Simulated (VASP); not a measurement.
## Rh: single point with PBE

Crystal: Rh.

```
Rh
1.0
     1.36110    2.35750    0.00000
     0.00000    0.00000    4.39105
     4.08667   -2.35944    0.00000
Rh
4
Direct
  0.50000 0.75000 0.16658
  0.00000 0.75000 0.66658
  0.50000 0.25000 0.83342
  0.00000 0.25000 0.33342
```

```json
{"Program": "VASP 6.6.1", "Task": "single point", "Functional": "PBE", "Potentials or basis": "VASP PAW PBE potentials, release 64 (Rh_pv)", "Cutoff": "520 eV", "k mesh": "16 × 10 × 10", "Occupations": "gaussian, width 0.1 eV", "Spin": "no spin polarisation"}
```

```
Pressure               : 0.0 GPa
Band gap on the k mesh : zero (band 30 reaches 12.14 eV, above the bottom of band 31 at 10.41 eV)
```

Levels at points of the mesh, in eV from the Fermi level:
| k point | band 26 | band 27 | band 28 | band 29 | band 30 | band 31 | band 32 | band 33 | band 34 | band 35 |
| --- | --- | --- | --- | --- | --- | --- | --- | --- | --- | --- |
| (0.00, 0.00, 0.00) | -2.10 | -1.87 | -1.87 | 0.11 | 0.12 | 0.38 | 0.60 | 0.68 | 0.77 | 2.93 |
| (0.50, 0.00, 0.00) | -2.18 | -0.86 | -0.86 | 0.28 | 0.28 | 0.40 | 0.40 | 2.70 | 2.70 | 8.61 |
| (0.00, 0.50, 0.00) | -1.63 | -0.44 | -0.44 | -0.43 | -0.43 | -0.30 | -0.30 | 0.56 | 0.56 | 2.62 |
| (0.50, 0.50, 0.00) | -1.92 | -1.92 | -1.92 | 0.48 | 0.48 | 0.48 | 0.48 | 4.03 | 4.03 | 4.03 |
| (0.00, 0.00, 0.50) | -2.09 | -1.46 | -1.46 | -1.41 | -1.41 | -1.09 | -1.09 | 0.45 | 0.45 | 6.10 |
| (0.50, 0.00, 0.50) | -2.10 | 0.38 | 0.38 | 0.60 | 0.60 | 0.68 | 0.68 | 2.94 | 2.94 | 5.00 |
| (0.00, 0.50, 0.50) | -2.02 | -2.02 | -2.02 | -0.43 | -0.43 | -0.43 | -0.43 | 0.65 | 0.65 | 0.65 |
| (0.50, 0.50, 0.50) | -0.30 | -0.30 | -0.30 | 0.56 | 0.56 | 0.56 | 0.56 | 2.63 | 2.63 | 2.63 |

It took 11 min on 1 thread of AMD EPYC 7R43 64-Core Processor (Zen 3) (shared host), peak memory 0.49 GiB.
